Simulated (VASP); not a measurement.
# AlN in VASP: further runs, part 3 of 3

VASP 6.6.1.

### 4 Single point, PBE (biaxial xy strain +1.8%)

Contents of INCAR:

```
SYSTEM = AlN
ALGO = Normal
EDIFF = 1E-6
ENCUT = 520
GGA = PE
ISIF = 2
ISMEAR = -1
LASPH = .TRUE.
LCHARG = .FALSE.
LREAL = .FALSE.
LWAVE = .FALSE.
NBANDS = 11
NELM = 80
PREC = Accurate
SIGMA = 0.02
```

Contents of KPOINTS:

```
k-points
0
G
  10 10 10
  0 0 0
```

Contents of POSCAR:

```
AlN
1.0
    0.0000000000      2.0550061906      2.0188684454
    2.0550061906      0.0000000000      2.0188684454
    2.0550061906      2.0550061906      0.0000000000
Al N
1 1
Direct
    0.0000000000      0.0000000000      0.0000000000
    0.5000000000      0.5000000000      0.5000000000
```

Potentials or basis: VASP PAW PBE potentials, release 64 (Al, N).

Command:

```sh
cat potpaw_PBE.64/Al/POTCAR potpaw_PBE.64/N/POTCAR > POTCAR
mpirun -np 1 vasp_std > vasp.out
```

OUTCAR:

```text
SYSTEM = AlN
   EDIFF = 1E-6
   ENCUT = 520
   GGA = PE
   ISIF = 2
   ISMEAR = -1
   LASPH = .TRUE.
   LREAL = .FALSE.
   NELM = 80
   PREC = Accurate

 ion  position               nearest neighbor table
   1  0.000  0.000  0.000-   2 2.02   2 2.02   2 2.06   2 2.06   2 2.06   2 2.06
   2  0.500  0.500  0.500-   1 2.02   1 2.02   1 2.06   1 2.06   1 2.06   1 2.06

  LATTYP: Found a body centered tetragonal cell.
 ALAT       =     2.9062176255
 C/A-ratio  =     1.3893442994

  Lattice vectors:

 A1 = (   0.0000000000,  -2.0550061906,  -2.0188684454)
 A2 = (   0.0000000000,   2.0550061906,  -2.0188684454)
 A3 = (   2.0550061906,   0.0000000000,   2.0188684454)

Analysis of symmetry for initial positions (statically):
=====================================================================
 Subroutine PRICEL returns:
 Original cell was already a primitive cell.

 Routine SETGRP: Setting up the symmetry group for a
 body centered tetragonal supercell.

 Subroutine GETGRP returns: Found 16 space group operations
 (whereof 16 operations were pure point group operations)
 out of a pool of 16 trial point group operations.

The static configuration has the point symmetry D_4h.

Analysis of symmetry for dynamics (positions and initial velocities):
=====================================================================
 Subroutine PRICEL returns:
 Original cell was already a primitive cell.

 Routine SETGRP: Setting up the symmetry group for a
 body centered tetragonal supercell.

 Subroutine GETGRP returns: Found 16 space group operations
 (whereof 16 operations were pure point group operations)
 out of a pool of 16 trial point group operations.

The dynamic configuration has the point symmetry D_4h.

 Subroutine INISYM returns: Found 16 space group operations
 (whereof 16 operations are pure point group operations),
 and found     1 'primitive' translations

----------------------------------------------------------------------------------------

                                     Primitive cell

  volume of cell :      17.0516

  direct lattice vectors                    reciprocal lattice vectors
     0.000000000  2.055006191  2.018868445    -0.243308269  0.243308269  0.247663488
     2.055006191  0.000000000  2.018868445     0.243308269 -0.243308269  0.247663488
     2.055006191  2.055006191  0.000000000     0.243308269  0.243308269 -0.247663488

  length of vectors
     2.880777715  2.880777715  2.906217626     0.423951685  0.423951685  0.423951685

  position of ions in fractional coordinates (direct lattice)
     0.000000000  0.000000000  0.000000000
     0.500000000  0.500000000  0.500000000

  ion indices of the primitive-cell ions
   primitive index   ion index
                 1           1
                 2           2

----------------------------------------------------------------------------------------

 KPOINTS: k-points

Automatic generation of k-mesh.
 Grid dimensions read from file:
 generate k-points for:   10   10   10

 Generating k-lattice:

  Cartesian coordinates                     Fractional coordinates (reciprocal lattice)
[... 39 lines left out ...]
  0.300000  0.300000  0.000000      2.000000
  0.400000  0.300000  0.000000      8.000000
 [... further k-points ...]
   k-points           NKPTS =    102   k-points in BZ     NKDIM =    102   number of bands    NBANDS=     11
   number of dos      NEDOS =    301   number of ions     NIONS =      2
   total plane-waves  NPLWV =  13824
   dimension x,y,z NGX =    24 NGY =   24 NGZ =   24
   dimension x,y,z NGXF=    48 NGYF=   48 NGZF=   48
   ions per type =               1   1
   NGX,Y,Z   is equivalent  to a cutoff of  13.85, 13.85, 13.73 a.u.
   NGXF,Y,Z  is equivalent  to a cutoff of  27.70, 27.70, 27.46 a.u.
 SYSTEM =  AlN
   PREC   = accura    normal or accurate (medium, high low for compatibility)
   ISTART =      0    job   : 0-new  1-cont  2-samecut
   ICHARG =      2    charge: 1-file 2-atom 10-const
   ISPIN  =      1    spin polarized calculation?
   LNONCOLLINEAR =      F non collinear calculations
   LSORBIT =      F    spin-orbit coupling
   LASPH  =      T    aspherical Exc in radial PAW
   ENCUT  =  520.0 eV  38.22 Ry    6.18 a.u.   5.36  5.36  5.40*2*pi/ulx,y,z
   NELM   =     80;   NELMIN=  2; NELMDL= -5     # of ELM steps
   EDIFF  = 0.1E-05   stopping-criterion for ELM
   LREAL  =      F    real-space projection
   EDIFFG = 0.1E-04   stopping-criterion for IOM
   NSW    =      0    number of steps for IOM
   IBRION =     -1    ionic relax: 0-MD 1-quasi-New 2-CG
   NFREE  =      0    steps in history (QN), initial steepest desc. (CG)
   ISIF   =      2    stress and relaxation
   ISYM   =      2    0-nonsym 1-usesym 2-fastsym
   POTIM  = 0.5000    time-step for ionic-motion
   TEBEG  =    0.0;   TEEND  =   0.0 temperature during run
   PSTRESS=    0.0 pullay stress
   NELECT =       8.0000    total number of electrons
   NUPDOWN=      -1.0000    fix difference up-down
   EMIN   =  10.00;   EMAX   =-10.00  energy-range for DOS
   EFERMI =   0.00;   METHOD = LEGACY
   ISMEAR =    -1;   SIGMA  =   0.02  broadening in eV -4-tet -1-fermi 0-gaus
   EFERMI_NEDOS =   21; number of points for ismear=-14 and -15
   IALGO  =     38    algorithm
   IMIX   =      4    mixing-type and parameters
     AMIX     =   0.40;   BMIX     =  1.00
     AMIX_MAG =   1.60;   BMIX_MAG =  1.00
  volume/ion in A,a.u.               =       8.53        57.53
  Fermi-wavevector in a.u.,A,eV,Ry     =   1.272087  2.403895 22.017012  1.618205
  Thomas-Fermi vector in A             =   2.404984
   LORBIT       =      0    0 simple, 1 ext, 2 COOP (PROOUT), +10 PAW based schemes
   GGA     = PE    functional components
   LHFCALC =     F    Hartree Fock is set to
   AEXX    =    0.0000 exact exchange contribution
   IVDW    =     0    specifies the selected vdW correction
   LEPSILON=     F    determine dielectric tensor
   LRPA    =     F    only Hartree local field effects (RPA)
 non-spin polarized calculation
  energy-cutoff  :      520.00
  volume of cell :       17.05
 maximum number of plane-waves:       479
 NGX is ok and might be reduce to    24
   NGX = 11   NGY = 11   NGZ = 11

 number of electron       8.0000000 magnetization

 Free energy of the ion-electron system (eV)
  ---------------------------------------------------
  ext. energy  EPLUGINS =         0.00000000
  ---------------------------------------------------
  free energy    TOTEN  =       -14.54138517 eV

  energy without entropy =      -14.54138517  energy(sigma->0) =      -14.54138517

 E-fermi :  10.0821     XC(G=0): -12.1388

 val. band max:        9.6043617255   @ k =   0.0000   0.0000   0.0000
 cond. band min:      13.7683110316   @ k =   0.5000   0.5000   0.0000
 fundamental gap:      4.1639493061
 Fermi energy:        10.0821485730

 k-point     1 :       0.0000    0.0000    0.0000
  band No.  band energies     occupation
      1      -7.7106      2.00000
      2       9.4716      2.00000
      3       9.6044      2.00000
      4       9.6044      2.00000
      5      14.7894      0.00000
      6      21.5531      0.00000
      7      21.5531      0.00000
      8      21.7844      0.00000
      9      26.6879      0.00000
     10      26.8361      0.00000
     11      27.4120      0.00000
[... 309 lines left out ...]
 k-point    24 :       0.4000    0.3000    0.0000
  band No.  band energies     occupation
      1      -4.7390      2.00000
      2       3.8377      2.00000
      3       6.8211      2.00000
      4       7.2853      2.00000
      5      15.4287      0.00000
      6      16.3180      0.00000
      7      21.5363      0.00000
      8      24.6339      0.00000
      9      25.3912      0.00000
     10      30.9453      0.00000
     11      33.9761      0.00000

 [... further k-points ...]

------------------------ aborting loop because EDIFF is reached ----------------------------------------

  FORCE on cell =-STRESS in cart. coord.  units (eV):
  Direction    XX          YY          ZZ          XY          YZ          ZX
  --------------------------------------------------------------------------------------
  -------------------------------------------------------------------------------------
  Total       -0.4594806     -0.4594806      0.0001078      0.0000000      0.0000000     -0.0000000
  in kB      -43.1731230    -43.1731230      0.0101313      0.0000000      0.0000000     -0.0000000
  external PRESSURE =     -28.7787049 kB  Pullay stress =       0.0000000 kB

 VOLUME and BASIS-vectors are now :
 -----------------------------------------------------------------------------
  energy-cutoff  :      520.00
  volume of cell :       17.05
      direct lattice vectors                 reciprocal lattice vectors
     0.000000000  2.055006191  2.018868445    -0.243308269  0.243308269  0.247663488
     2.055006191  0.000000000  2.018868445     0.243308269 -0.243308269  0.247663488
     2.055006191  2.055006191  0.000000000     0.243308269  0.243308269 -0.247663488

 POSITION                                       TOTAL-FORCE (eV/Angst)
 -----------------------------------------------------------------------------------
      0.00000      0.00000      0.00000         0.000000     -0.000000     -0.000000
      2.05501      2.05501      2.01887        -0.000000      0.000000      0.000000
 -----------------------------------------------------------------------------------
    total drift:                               -0.000000     -0.000000      0.000000

  FREE ENERGIE OF THE ION-ELECTRON SYSTEM (eV)
  ---------------------------------------------------
  free  energy   TOTEN  =       -14.5413851712 eV

  energy  without entropy=      -14.5413851712  energy(sigma->0) =      -14.54138517
```

OSZICAR:

```text
N       E                     dE             d eps       ncg     rms          rms(c)
DAV:   1     0.105648787279E+02    0.10565E+02   -0.40277E+03  2316   0.620E+02
DAV:   2    -0.154940556302E+02   -0.26059E+02   -0.24649E+02  2704   0.137E+02
DAV:   3    -0.162592858329E+02   -0.76523E+00   -0.76402E+00  2729   0.218E+01
DAV:   4    -0.162623655252E+02   -0.30797E-02   -0.30795E-02  2544   0.148E+00
DAV:   5    -0.162623932859E+02   -0.27761E-04   -0.27761E-04  2667   0.133E-01    0.749E+00
DAV:   6    -0.145591789400E+02    0.17032E+01   -0.76497E+00  2478   0.145E+01    0.262E+00
DAV:   7    -0.145476289636E+02    0.11550E-01   -0.16676E-01  2475   0.304E+00    0.175E+00
DAV:   8    -0.145417066535E+02    0.59223E-02   -0.16605E-02  2388   0.112E+00    0.334E-01
DAV:   9    -0.145413292070E+02    0.37745E-03   -0.16064E-03  2595   0.236E-01    0.148E-01
DAV:  10    -0.145413908564E+02   -0.61649E-04   -0.14160E-04  2498   0.880E-02    0.388E-02
DAV:  11    -0.145413855281E+02    0.53283E-05   -0.17001E-05  2628   0.230E-02    0.772E-03
DAV:  12    -0.145413851712E+02    0.35683E-06   -0.57446E-07  1350   0.652E-03
   1 F= -.14541385E+02 E0= -.14541385E+02  d E =-.851349E-13
```

Run time: 10 s. Hardware: 1 thread of Intel Xeon Platinum 8488C (Sapphire Rapids), shared host; peak memory 0.14 GiB.

Results:

```
Free energy            : -14.5414 eV
Pressure               : -2.9 GPa
Band gap on the k mesh : 4.16 eV, indirect (least direct gap 5.18 eV)
```

Stress tensor (GPa, compression positive):
```
-4.32  0.00  0.00
 0.00 -4.32  0.00
 0.00  0.00  0.00
```

Levels at points of the mesh, in eV from the valence-band top:
```csv
k point,band 1,band 2,band 3,band 4,band 5,band 6,band 7,band 8
"(0.00, 0.00, 0.00)",-17.32,-0.13,0.00,0.00,5.19,11.95,11.95,12.18
"(0.50, 0.00, 0.00)",-14.18,-8.15,-1.10,-1.03,5.89,10.51,10.92,12.78
"(0.50, 0.50, 0.00)",-13.15,-7.16,-2.84,-2.84,4.16,5.20,13.78,16.59
"(0.50, 0.00, 0.50)",-13.29,-7.24,-2.83,-2.60,4.32,5.37,13.55,16.49
```

Caveat: the cell differs from its parent crystal (biaxial xy strain +1.8%).

### 5 Single point, r2SCAN (biaxial xy strain +1.8%)

POSCAR is that of step 4.

Contents of INCAR.step1:

```
PREC = Accurate
ENCUT = 520
ISMEAR = 0
SIGMA = 0.01
LREAL = F
LASPH = T
NELM = 100
NBANDS = 11
GGA = PE
ALGO = Normal
EDIFF = 1E-4
LWAVE = T
LCHARG = F
```

Contents of INCAR.step2:

```
PREC = Accurate
ENCUT = 520
EDIFF = 1E-6
ISMEAR = 0
SIGMA = 0.01
LREAL = F
LASPH = T
NELM = 100
ALGO = Normal
ISIF = 2
LWAVE = F
LCHARG = F
METAGGA = R2SCAN
LMIXTAU = T
NBANDS = 11
ISTART = 1
```

Contents of KPOINTS:

```
regular mesh
0
Gamma
  10 10 10
```

Command:

```sh
cat potpaw_PBE.64/Al/POTCAR potpaw_PBE.64/N/POTCAR > POTCAR
cp INCAR.step1 INCAR
mpirun -np 1 vasp_std > vasp.out
cp INCAR.step2 INCAR
mpirun -np 1 vasp_std > vasp.out
```

Wall time 38 s (1 thread of Intel Xeon Platinum 8488C (Sapphire Rapids), shared host); peak memory 0.15 GiB.

Results (log left out):

- Free energy: -18.8745 eV
- Pressure: -9.7 GPa
- Band gap on the k mesh: 5.03 eV, indirect (least direct gap 6.00 eV)

Stress tensor (GPa, compression positive):
```
-11.15   0.00   0.00
  0.00 -11.15   0.00
  0.00   0.00  -6.93
```

Levels at points of the mesh, in eV from the valence-band top:
| k point | band 1 | band 2 | band 3 | band 4 | band 5 | band 6 | band 7 | band 8 |
| --- | --- | --- | --- | --- | --- | --- | --- | --- |
| (0.00, 0.00, 0.00) | -18.16 | -0.14 | 0.00 | 0.00 | 6.00 | 12.68 | 12.68 | 12.93 |
| (0.50, 0.00, 0.00) | -15.05 | -8.28 | -1.18 | -1.11 | 6.65 | 11.39 | 11.82 | 14.09 |
| (0.50, 0.50, 0.00) | -14.03 | -7.33 | -2.95 | -2.95 | 5.03 | 5.87 | 15.08 | 18.01 |
| (0.50, 0.00, 0.50) | -14.17 | -7.40 | -2.93 | -2.70 | 5.18 | 6.04 | 14.85 | 17.91 |

Caveat: the cell differs from its parent crystal (biaxial xy strain +1.8%); the PAW data sets were made with another functional, which shifts forces and pressure a little.

### 6 Single point, HSE06 (strain +4.5%)

Contents of POSCAR:

```
AlN
1.0
    0.0000000000      2.1101212991      2.1101212991
    2.1101212991      0.0000000000      2.1101212991
    2.1101212991      2.1101212991      0.0000000000
Al N
1 1
Direct
    0.0000000000      0.0000000000      0.0000000000
    0.5000000000      0.5000000000      0.5000000000
```

Contents of INCAR.step1:

```
SYSTEM = AlN
PREC = Accurate
ENCUT = 520
EDIFF = 1E-5
ISMEAR = 0
SIGMA = 0.01
LREAL = .False.
LASPH = .True.
NELM = 100
ALGO = Normal
ISIF = 2
LWAVE = .True.
LCHARG = .False.
GGA = PE
NBANDS = 11
```

Contents of INCAR.step2:

```
SYSTEM = AlN
PREC = Accurate
ENCUT = 520
EDIFF = 1E-6
ISMEAR = 0
SIGMA = 0.01
LREAL = .False.
LASPH = .True.
NELM = 100
ALGO = Normal
ISIF = 2
LWAVE = .False.
LCHARG = .False.
GGA = PE
LHFCALC = .True.
HFSCREEN = 0.2079
PRECFOCK = Normal
ISTART = 1
NBANDS = 11
```

Contents of KPOINTS:

```
regular mesh
0
Gamma
  8 8 8
  0 0 0
```

Potentials or basis: VASP PAW PBE potentials, release 64 (Al, N).

Command:

```sh
cat potpaw_PBE.64/Al/POTCAR potpaw_PBE.64/N/POTCAR > POTCAR
cp INCAR.step1 INCAR
mpirun -np 1 vasp_std > vasp.out
cp INCAR.step2 INCAR
mpirun -np 1 vasp_std > vasp.out
```

Wall time 18 min (1 thread of Intel Xeon Platinum 8488C (Sapphire Rapids), shared host); peak memory 0.25 GiB.

The run converged. Its results:

```yaml
Free_energy: -16.8867 eV
Pressure: -29.5 GPa
Band_gap_on_the_k_mesh: 4.68 eV, indirect (least direct gap 5.28 eV)
```

Levels at points of the mesh, in eV from the valence-band top:
```tsv
k point	band 2	band 3	band 4	band 5	band 6	band 7
(0.00, 0.00, 0.00)	0.00	0.00	0.00	5.28	13.29	13.29
(0.50, 0.00, 0.00)	-8.18	-0.93	-0.93	6.65	11.49	11.49
(0.50, 0.50, 0.00)	-7.14	-2.72	-2.72	4.68	6.73	14.61
```

Caveat: the cell differs from its parent crystal (strain +4.5%); the PAW data sets were made with another functional, which shifts forces and pressure a little. A k mesh can miss the band edges.

### 7 The runs side by side

```csv
level,cell,k mesh,smearing,grid for exact exchange (PRECFOCK),screening parameter,gap on the mesh (eV),pressure (GPa)
PBE,"a = 2.984 Å, angles 60.0°, 2 atoms",10 × 10 × 10,fermi-dirac 0.02 eV,-,-,3.43,-22.1
r2SCAN,"a = 2.984 Å, angles 60.0°, 2 atoms",10 × 10 × 10,gaussian 0.01 eV,-,-,4.25,-28.8
PBE,"a = 2.881, b = 2.881, c = 2.906 Å, angles 59.7, 59.7, 60.6°, 2 atoms",10 × 10 × 10,fermi-dirac 0.02 eV,-,-,4.16,-2.9
r2SCAN,"a = 2.881, b = 2.881, c = 2.906 Å, angles 59.7, 59.7, 60.6°, 2 atoms",10 × 10 × 10,gaussian 0.01 eV,-,-,5.03,-9.7
HSE06,"a = 2.984 Å, angles 60.0°, 2 atoms",8 × 8 × 8,gaussian 0.01 eV,Normal,0.2079 1/Å,4.68,-29.5
```

Alike in all rows: task single point; potentials or basis VASP PAW PBE potentials, release 64 (Al, N); no spin polarisation; cutoff (eV) 520.

Caveats: the PAW data sets were made with another functional, which shifts forces and pressure a little (some runs).

Total energies depend on the potentials used, so only differences within one code and one set of settings carry meaning.
